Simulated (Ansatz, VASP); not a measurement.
**Mg2FeH6 in VASP and in Ansatz**

Contents of INCAR:

```
SYSTEM = Mg2FeH6
PREC = Accurate
ENCUT = 520
EDIFF = 1E-7
ISMEAR = 0
SIGMA = 0.02
LREAL = .False.
LASPH = .True.
NELM = 60
ALGO = Normal
ISIF = 2
LWAVE = .False.
LCHARG = .True.
GGA = CA
LELF = .True.
LVHAR = .True.
NBANDS = 19
```

KPOINTS

```
regular mesh
0
Gamma
  8 8 8
  0 0 0
```

File POSCAR:

```
Mg2FeH6
1.0
    0.0000000000      3.1394478623      3.1394478623
    3.1394478623      0.0000000000      3.1394478623
    3.1394478623      3.1394478623      0.0000000000
Mg Fe H
2 1 6
Direct
    0.2500000000      0.2500000000      0.2500000000
    0.7500000000      0.7500000000      0.7500000000
    0.0000000000      0.0000000000      0.0000000000
    0.7548406824      0.2451593176      0.2451593176
    0.2451593176      0.7548406824      0.2451593176
    0.2451593176      0.7548406824      0.7548406824
    0.7548406824      0.2451593176      0.7548406824
    0.2451593176      0.2451593176      0.7548406824
    0.7548406824      0.7548406824      0.2451593176
```

Input for Ansatz:

```yaml
crystal:
  lattice:
    - [0.0, 3.1394478623, 3.1394478623]
    - [3.1394478623, 0.0, 3.1394478623]
    - [3.1394478623, 3.1394478623, 0.0]
  atoms:
    - { symbol: Mg, position: [0.25, 0.25, 0.25] }
    - { symbol: Mg, position: [0.75, 0.75, 0.75] }
    - { symbol: Fe, position: [0.0, 0.0, 0.0] }
    - { symbol: H, position: [0.7548406824, 0.2451593176, 0.2451593176] }
    - { symbol: H, position: [0.2451593176, 0.7548406824, 0.2451593176] }
    - { symbol: H, position: [0.2451593176, 0.7548406824, 0.7548406824] }
    - { symbol: H, position: [0.7548406824, 0.2451593176, 0.7548406824] }
    - { symbol: H, position: [0.2451593176, 0.2451593176, 0.7548406824] }
    - { symbol: H, position: [0.7548406824, 0.7548406824, 0.2451593176] }
basis:
  ecutwfc: 420
kpoints:
  mp_grid: { grid: [8, 8, 8] }
  band_path:
    path:
      - [[0.0, 0.0, 0.0], [0.5, 0.0, 0.5], [0.625, 0.25, 0.625]]
      - [[0.375, 0.375, 0.75], [0.0, 0.0, 0.0], [0.5, 0.5, 0.5], [0.5, 0.25, 0.75], [0.5, 0.0, 0.5]]
    npoints: 14
hamiltonian:
  xc: lda
scf:
  occupations: { method: gaussian, width: 0.02 }
  n_extra_bands: 22
output:
  forces: true
  stress: true
  eigenvalues: true
  populations: true
  dos: { projected: true, de: 0.02, nscf_kmesh: { grid: [12, 12, 12] } }
  bader: true
  write_density: true
  write_potential: true
  elf: true
  volumetric_format: npy
```

Alike in both runs: task single point; functional LDA; k mesh 8 × 8 × 8; occupations gaussian, width 0.02 eV; no spin polarisation.

```csv
,VASP,Ansatz
version,VASP 6.6.1,Ansatz 0.2.0
potentials or method,"VASP PAW LDA potentials, release 64 (Mg, Fe, H), cutoff 520 eV","scalar-relativistic, plane waves, PAW"
valence electrons in the cell,18,42
```

Ansatz gave:

| Quantity | Value |
| --- | --- |
| gap on the k mesh at the Fermi level (eV) | 1.79 |
| least direct gap on the mesh (eV) | 1.79 |
| pressure (GPa) | 0.0 |
| rms of the force components (eV/Å) | 0.000 |

Q: Which values does VASP return?

A: gap on the k mesh at the Fermi level (eV): 1.77; least direct gap on the mesh (eV): 1.77; pressure (GPa): -0.6; rms of the force components (eV/Å): 0.019.

LDA's correlation is that of Perdew and Zunger in VASP and of Perdew and Wang (1992) in Ansatz. Atom by atom the forces differ by 0.019 eV/Å (rms over components). VASP's potentials hold 18 valence electrons a cell and Ansatz's 42, so a difference there can come from the potentials and not from the codes.
